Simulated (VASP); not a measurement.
# WS2 in VASP: single point with PBE+D3(BJ)

Aim: the single point of WS2 with PBE+D3(BJ).

All numbers are computed with VASP 6.6.1; they aren't measurements. Logs are shortened: lines on timing, memory, paths and dates and some standing lists are left out, and cuts for length are marked.

### 1 The cell of the first run

The cell holds a slab with vacuum, 6 atoms: a = 3.160 Å, b = 3.160 Å, c = 23.804 Å, α = 90.00°, β = 90.00°, γ = 120.00°.

### 2 Single point, PBE+D3(BJ) (layers slid over each other)

Contents of INCAR:

```
PREC     = Accurate       # precision mode
ENCUT    = 520            # plane-wave cutoff, eV
EDIFF    = 1E-6           # SCF threshold, eV
ISMEAR   = 0              # smearing method
SIGMA    = 0.05           # smearing width, eV
LREAL    = False          # projectors in reciprocal space
LASPH    = True           # aspherical terms in the spheres
NELM     = 80             # most SCF steps
ALGO     = Normal         # electronic algorithm
ISIF     = 2              # what is computed and relaxed
LWAVE    = False          # write WAVECAR
LCHARG   = False          # write CHGCAR
LDIPOL   = True         
IDIPOL   = 3            
DIPOL    = 0.5 0.5 0.391
GGA      = PE             # functional
IVDW     = 12             # dispersion correction
NBANDS   = 35             # bands
```

Contents of KPOINTS:

```
Automatic mesh
0
Gamma
  9 9 1
```

Contents of POSCAR:

```
WS2
1.0
    3.1597776611      0.0000000000      0.0000000000
   -1.5798888306      2.7364477249      0.0000000000
    0.0000000000      0.0000000000     23.8035416591
S W
4 2
Direct
    0.3333333333      0.6666666667      0.1890474982
    0.3333333333      0.6666666667      0.3214551405
    0.3333333333      0.8333333333      0.4596698670
    0.3333333333      0.8333333333      0.5920775093
    0.6666666667      0.3333333333      0.2552505077
    0.6666666667      0.5000000000      0.5258728765
```

Potentials or basis: VASP PAW PBE potentials, release 64 (S, W_sv).

Run with:

```sh
cat potpaw_PBE.64/S/POTCAR potpaw_PBE.64/W_sv/POTCAR > POTCAR
mpirun -np 1 vasp_std > vasp.out
```

OUTCAR:

```text
PREC = Accurate
   ENCUT = 520
   EDIFF = 1E-6
   ISMEAR = 0
   LREAL = False
   LASPH = True
   NELM = 80
   ISIF = 2
   GGA = PE
   IVDW = 12
 IVDW          = 12

 ion  position               nearest neighbor table
   1  0.333  0.667  0.189-   5 2.41   5 2.41   5 2.41
   2  0.333  0.667  0.321-   5 2.41   5 2.41   5 2.41
   3  0.333  0.833  0.460-   6 2.41   6 2.41   6 2.41
   4  0.333  0.833  0.592-   6 2.41   6 2.41   6 2.41
   5  0.667  0.333  0.255-   1 2.41   1 2.41   1 2.41   2 2.41   2 2.41   2 2.41
   6  0.667  0.500  0.526-   3 2.41   3 2.41   3 2.41   4 2.41   4 2.41   4 2.41

  LATTYP: Found a hexagonal cell.
 ALAT       =     3.1597776611
 C/A-ratio  =     7.5332963936

  Lattice vectors:

 A1 = (   3.1597776611,   0.0000000000,   0.0000000000)
 A2 = (  -1.5798888306,   2.7364477249,   0.0000000000)
 A3 = (   0.0000000000,   0.0000000000,  23.8035416591)

Analysis of symmetry for initial positions (statically):
=====================================================================
 Subroutine PRICEL returns:
 Original cell was already a primitive cell.

 Routine SETGRP: Setting up the symmetry group for a
 hexagonal supercell.

 Subroutine GETGRP returns: Found  2 space group operations
 (whereof  1 operations were pure point group operations)
 out of a pool of 24 trial point group operations.

The static configuration has the point symmetry C_1 .
 The point group associated with its full space group is C_2 .

Analysis of symmetry for dynamics (positions and initial velocities):
=====================================================================
 Subroutine PRICEL returns:
 Original cell was already a primitive cell.

 Routine SETGRP: Setting up the symmetry group for a
 hexagonal supercell.

 Subroutine GETGRP returns: Found  2 space group operations
 (whereof  1 operations were pure point group operations)
 out of a pool of 24 trial point group operations.

The dynamic configuration has the point symmetry C_1 .
 The point group associated with its full space group is C_2 .

 Subroutine INISYM returns: Found  2 space group operations
 (whereof  1 operations are pure point group operations),
 and found     1 'primitive' translations

----------------------------------------------------------------------------------------

                                     Primitive cell

  volume of cell :     205.8189

  direct lattice vectors                    reciprocal lattice vectors
     3.159777661  0.000000000  0.000000000     0.316477964  0.182718638  0.000000000
    -1.579888831  2.736447725  0.000000000     0.000000000  0.365437275  0.000000000
     0.000000000  0.000000000 23.803541659     0.000000000  0.000000000  0.042010555

  length of vectors
     3.159777661  3.159777661 23.803541659     0.365437275  0.365437275  0.042010555

  position of ions in fractional coordinates (direct lattice)
     0.333333333  0.666666667  0.189047498
     0.333333333  0.666666667  0.321455140
     0.333333333  0.833333333  0.459669867
     0.333333333  0.833333333  0.592077509
     0.666666667  0.333333333  0.255250508
     0.666666667  0.500000000  0.525872877

  ion indices of the primitive-cell ions
   primitive index   ion index
                 1           1
                 2           2
                 3           3
                 4           4
                 5           5
                 6           6

----------------------------------------------------------------------------------------

 KPOINTS: Automatic mesh

Automatic generation of k-mesh.
 Grid dimensions read from file:
 generate k-points for:    9    9    1

 Generating k-lattice:

  Cartesian coordinates                     Fractional coordinates (reciprocal lattice)
     0.035164218  0.020302071  0.000000000     0.111111111  0.000000000  0.000000000
     0.000000000  0.040604142  0.000000000     0.000000000  0.111111111  0.000000000
     0.000000000  0.000000000  0.042010555     0.000000000  0.000000000  1.000000000

  Length of vectors
     0.040604142  0.040604142  0.042010555

  Shift w.r.t. Gamma in fractional coordinates (k-lattice)
     0.000000000  0.000000000  0.000000000

 Subroutine IBZKPT returns following result:
 ===========================================

 Found     25 irreducible k-points:

 Following reciprocal coordinates:
            Coordinates               Weight
  0.000000  0.000000  0.000000      1.000000
  0.111111  0.000000  0.000000      2.000000
  0.000000  0.111111  0.000000      4.000000
  0.222222  0.000000  0.000000      2.000000
  0.000000  0.222222  0.000000      4.000000
  0.333333 -0.000000  0.000000      2.000000
[... 16 lines left out ...]
 -0.222222 -0.444444  0.000000      4.000000
  0.444444  0.333333  0.000000      4.000000
   k-points           NKPTS =     25   k-points in BZ     NKDIM =     25   number of bands    NBANDS=     35
   number of dos      NEDOS =    301   number of ions     NIONS =      6
   total plane-waves  NPLWV = 103680
   dimension x,y,z NGX =    24 NGY =   24 NGZ =  180
   dimension x,y,z NGXF=    48 NGYF=   48 NGZF=  360
   ions per type =               4   2
   NGX,Y,Z   is equivalent  to a cutoff of  12.63, 12.63, 12.57 a.u.
   NGXF,Y,Z  is equivalent  to a cutoff of  25.25, 25.25, 25.14 a.u.
 SYSTEM =  unknown system
   PREC   = accura    normal or accurate (medium, high low for compatibility)
   ISTART =      0    job   : 0-new  1-cont  2-samecut
   ICHARG =      2    charge: 1-file 2-atom 10-const
   ISPIN  =      1    spin polarized calculation?
   LNONCOLLINEAR =      F non collinear calculations
   LSORBIT =      F    spin-orbit coupling
   LASPH  =      T    aspherical Exc in radial PAW
   ENCUT  =  520.0 eV  38.22 Ry    6.18 a.u.   5.88  5.88 44.26*2*pi/ulx,y,z
   NELM   =     80;   NELMIN=  2; NELMDL= -5     # of ELM steps
   EDIFF  = 0.1E-05   stopping-criterion for ELM
   LREAL  =      F    real-space projection
   EDIFFG = 0.1E-04   stopping-criterion for IOM
   NSW    =      0    number of steps for IOM
   IBRION =     -1    ionic relax: 0-MD 1-quasi-New 2-CG
   NFREE  =      0    steps in history (QN), initial steepest desc. (CG)
   ISIF   =      2    stress and relaxation
   ISYM   =      2    0-nonsym 1-usesym 2-fastsym
   POTIM  = 0.5000    time-step for ionic-motion
   TEBEG  =    0.0;   TEEND  =   0.0 temperature during run
   PSTRESS=    0.0 pullay stress
   NELECT =      52.0000    total number of electrons
   NUPDOWN=      -1.0000    fix difference up-down
   EMIN   =  10.00;   EMAX   =-10.00  energy-range for DOS
   EFERMI =   0.00;   METHOD = LEGACY
   ISMEAR =     0;   SIGMA  =   0.05  broadening in eV -4-tet -1-fermi 0-gaus
   EFERMI_NEDOS =   21; number of points for ismear=-14 and -15
   IALGO  =     38    algorithm
   IMIX   =      4    mixing-type and parameters
     AMIX     =   0.40;   BMIX     =  1.00
     AMIX_MAG =   1.60;   BMIX_MAG =  1.00
  volume/ion in A,a.u.               =      34.30       231.49
  Fermi-wavevector in a.u.,A,eV,Ry     =   1.034938  1.955749 14.573145  1.071096
  Thomas-Fermi vector in A             =   2.169257
   LORBIT       =      0    0 simple, 1 ext, 2 COOP (PROOUT), +10 PAW based schemes
   GGA     = PE    functional components
   LHFCALC =     F    Hartree Fock is set to
   AEXX    =    0.0000 exact exchange contribution
   IVDW    =    12    specifies the selected vdW correction
   LEPSILON=     F    determine dielectric tensor
   LRPA    =     F    only Hartree local field effects (RPA)
 non-spin polarized calculation
 Gauss-broadening in eV      SIGMA  =   0.05
  energy-cutoff  :      520.00
  volume of cell :      205.82
 maximum number of plane-waves:      5566
   NGX = 11   NGY = 11   NGZ = 89

 dipolmoment           0.000000      0.000000      0.000039 electrons x Angstroem

 number of electron      51.9999994 magnetization

 dipolmoment           0.000000      0.000000     -0.000529 electrons x Angstroem

 Free energy of the ion-electron system (eV)
  ---------------------------------------------------
  ext. energy  EPLUGINS =         0.00000000
  ---------------------------------------------------
  free energy    TOTEN  =       -47.25407439 eV

  energy without entropy =      -47.25407439  energy(sigma->0) =      -47.25407439

 E-fermi :   1.4729     XC(G=0):  -6.1366

 val. band max:        1.0966963638   @ k =   0.0000   0.0000   0.0000
 cond. band min:       2.7120385494   @ k =  -0.3333   0.2222   0.0000
 fundamental gap:      1.6153421856
 Fermi energy:         1.4729058765

 k-point     1 :       0.0000    0.0000    0.0000
  band No.  band energies     occupation
      1     -73.1924      2.00000
      2     -73.1869      2.00000
      3     -37.4461      2.00000
      4     -37.4406      2.00000
      5     -37.2695      2.00000
      6     -37.2691      2.00000
[... 27 lines left out ...]
     34       3.9144      0.00000
     35       5.8693      0.00000

 k-point     2 :       0.1111    0.0000    0.0000
  band No.  band energies     occupation
      1     -73.1902      2.00000
      2     -73.1847      2.00000
      3     -37.4384      2.00000
      4     -37.4329      2.00000
      5     -37.3120      2.00000
      6     -37.3065      2.00000
[... 27 lines left out ...]
     34       4.1254      0.00000
     35       6.2313      0.00000

 k-point     3 :       0.0000    0.1111    0.0000
  band No.  band energies     occupation
      1     -73.1902      2.00000
      2     -73.1847      2.00000
      3     -37.4384      2.00000
      4     -37.4329      2.00000
      5     -37.3118      2.00000
      6     -37.3067      2.00000
[... 27 lines left out ...]
     34       4.1349      0.00000
     35       6.2315      0.00000
[... 723 lines left out ...]
 k-point    23 :      -0.2222   -0.4444    0.0000
  band No.  band energies     occupation
      1     -73.1727      2.00000
      2     -73.1672      2.00000
      3     -37.5720      2.00000
      4     -37.5668      2.00000
      5     -37.4377      2.00000
      6     -37.4319      2.00000
[... 27 lines left out ...]
     34       6.1763      0.00000
     35       6.8132      0.00000

 k-point    24 :       0.4444    0.3333    0.0000
  band No.  band energies     occupation
      1     -73.1727      2.00000
      2     -73.1672      2.00000
      3     -37.5724      2.00000
      4     -37.5664      2.00000
      5     -37.4373      2.00000
      6     -37.4322      2.00000
[... 27 lines left out ...]
     34       6.1792      0.00000
     35       6.8077      0.00000

 [... further k-points ...]

------------------------ aborting loop because EDIFF is reached ----------------------------------------

 vacuum level on the upper side and lower side of the slab       (xc-potential included)        -0.163        -0.154

 Edisp (eV)   -2.14085

 E8    (eV) :    -0.9292

  FORCE on cell =-STRESS in cart. coord.  units (eV):
  Direction    XX          YY          ZZ          XY          YZ          ZX
  --------------------------------------------------------------------------------------
  -------------------------------------------------------------------------------------
  Total      -0.24687    -0.22659     0.12205    -0.01756     0.20888    -0.12060
  in kB      -1.92173    -1.76390     0.95012    -0.13669     1.62603    -0.93878
  external pressure =       -0.91 kB  Pullay stress =        0.00 kB

 VOLUME and BASIS-vectors are now :
 -----------------------------------------------------------------------------
  energy-cutoff  :      520.00
  volume of cell :      205.82
      direct lattice vectors                 reciprocal lattice vectors
     3.159777661  0.000000000  0.000000000     0.316477964  0.182718638  0.000000000
    -1.579888831  2.736447725  0.000000000     0.000000000  0.365437275  0.000000000
     0.000000000  0.000000000 23.803541659     0.000000000  0.000000000  0.042010555

 POSITION                                       TOTAL-FORCE (eV/Angst)
 -----------------------------------------------------------------------------------
     -0.00000      1.82430      4.50000         0.000287      0.000743     -0.000259
     -0.00000      1.82430      7.65177         0.026884     -0.047581     -0.111316
     -0.26331      2.28037     10.94177        -0.027765      0.047073      0.111316
     -0.26331      2.28037     14.09354         0.000787     -0.000123      0.000259
      1.57989      0.91215      6.07587         0.004959     -0.008812      0.026052
      1.31657      1.36822     12.51764        -0.005152      0.008700     -0.026052
 -----------------------------------------------------------------------------------
    total drift:                               -0.000056      0.000025     -0.077984

  FREE ENERGIE OF THE ION-ELECTRON SYSTEM (eV)
  ---------------------------------------------------
  free  energy   TOTEN  =       -49.3949258454 eV

  energy  without entropy=      -49.3949258454  energy(sigma->0) =      -49.39492585

 vacuum level on the upper side and lower side of the slab         6.361         6.371
```

Wall time 3.2 min (1 thread of Intel Xeon Platinum 8259CL at 2.50GHz (Skylake/Cascade Lake), shared host); peak memory 0.39 GiB.

What came out:

- Free energy: -49.3949 eV
- Largest force: 0.124 eV/Å
- Band gap on the k mesh: 1.62 eV (least direct gap 1.89 eV)
- Dispersion energy per atom: -0.357 eV

Forces in eV/Å, atoms in the order of the input:
```
S    0.000  0.001  0.000
S    0.027 -0.048 -0.111
S   -0.028  0.047  0.111
S    0.001  0.000  0.000
W    0.005 -0.009  0.026
W   -0.005  0.009 -0.026
```

Caveat: the cell differs from its parent crystal (layers slid over each other); spin-orbit coupling is left out, which moves the levels of the heavy elements.
